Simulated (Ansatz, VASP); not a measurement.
**BaTiO3 in VASP and in Ansatz**

POSCAR

```
BaTiO3
1.0
    3.9951440287      0.0000000000      0.0000000000
    0.0000000000      2.8424767306      2.8480072403
    0.0000000000     -2.8424767306      2.8480072403
Ba Ti O
1 1 3
Direct
    0.0000000000      0.0044061011      0.0044061011
    0.5000000000      0.5135753575      0.5135753575
    0.0000000000      0.4551352409      0.5342915617
    0.5000000000      0.4954342957      0.9880908444
    0.5000000000      0.9880908444      0.4954342957
```

The input INCAR.step1:

```
SYSTEM = BaTiO3
ALGO = Normal
EDIFF = 1E-4
ENCUT = 520
GGA = PE
ISMEAR = 0
LASPH = .TRUE.
LCHARG = .FALSE.
LDAU = .TRUE.
LDAUJ = 0 0 0
LDAUL = -1 2 -1
LDAUTYPE = 2
LDAUU = 0 4 0
LMAXMIX = 4
LREAL = .FALSE.
LWAVE = .TRUE.
NBANDS = 28
NELM = 150
PREC = Accurate
SIGMA = 0.05
```

File INCAR.step2:

```
SYSTEM = BaTiO3
ALGO = Normal
EDIFF = 1E-6
ENCUT = 520
ISIF = 2
ISMEAR = 0
ISTART = 1
LASPH = .TRUE.
LCHARG = .FALSE.
LDAU = .TRUE.
LDAUJ = 0 0 0
LDAUL = -1 2 -1
LDAUPRINT = 1
LDAUTYPE = 2
LDAUU = 0 4 0
LMAXMIX = 4
LMIXTAU = .TRUE.
LREAL = .FALSE.
LWAVE = .FALSE.
METAGGA = R2SCAN
NBANDS = 28
NELM = 150
PREC = Accurate
SIGMA = 0.05
```

File KPOINTS:

```
k-points
0
G
  6 6 6
  0 0 0
```

Input for Ansatz:

```yaml
crystal:
  lattice:
    - [3.9951440287, 0.0, 0.0]
    - [0.0, 2.8424767306, 2.8480072403]
    - [0.0, -2.8424767306, 2.8480072403]
  atoms:
    - { symbol: Ba, position: [0.0, 0.0044061011, 0.0044061011] }
    - { symbol: Ti, position: [0.5, 0.5135753575, 0.5135753575] }
    - { symbol: O, position: [0.0, 0.4551352409, 0.5342915617] }
    - { symbol: O, position: [0.5, 0.4954342957, 0.9880908444] }
    - { symbol: O, position: [0.5, 0.9880908444, 0.4954342957] }
basis:
  ecutwfc: 500
kpoints:
  mp_grid: { grid: [6, 6, 6] }
hamiltonian:
  xc: r2scan
  hubbard: { sites: [{ species: Ti, l: d, u_eff: 4.0 }] }
scf:
  occupations: { method: gaussian, width: 0.05 }
output:
  forces: true
  stress: true
  eigenvalues: true
```

Alike in both runs: task single point; functional r2SCAN; k mesh 6 × 6 × 6; occupations gaussian, width 0.05 eV; no spin polarisation; Hubbard terms Ti d U = 4.0 eV.

|  | VASP | Ansatz |
| --- | --- | --- |
| version | VASP 6.6.1 | Ansatz 0.2.0 |
| potentials or method | VASP PAW PBE potentials, release 64 (Ba_sv, Ti_sv, O), cutoff 520 eV | scalar-relativistic, plane waves, PAW |
| valence electrons in the cell | 40 | 40 |

|  | VASP | Ansatz | Ansatz less VASP |
| --- | --- | --- | --- |
| gap on the k mesh at the Fermi level (eV) | 2.73 | 2.74 | +0.010 |
| least direct gap on the mesh (eV) | 3.07 | 3.05 | -0.019 |
| pressure (GPa) | 4.1 | 0.2 | -3.89 |
| traceless stress, the component that is largest in VASP (GPa) | 0.87 | 0.48 | -0.396 |
| rms of the force components (eV/Å) | 0.500 | 0.442 | -0.0583 |

VASP's potentials were made for PBE, not for r2SCAN. The programs project onto different local orbitals, so the same U acts differently, and such runs can settle in different states. Atom by atom the forces differ by 0.196 eV/Å (rms over components).

Spin-orbit coupling is off throughout.
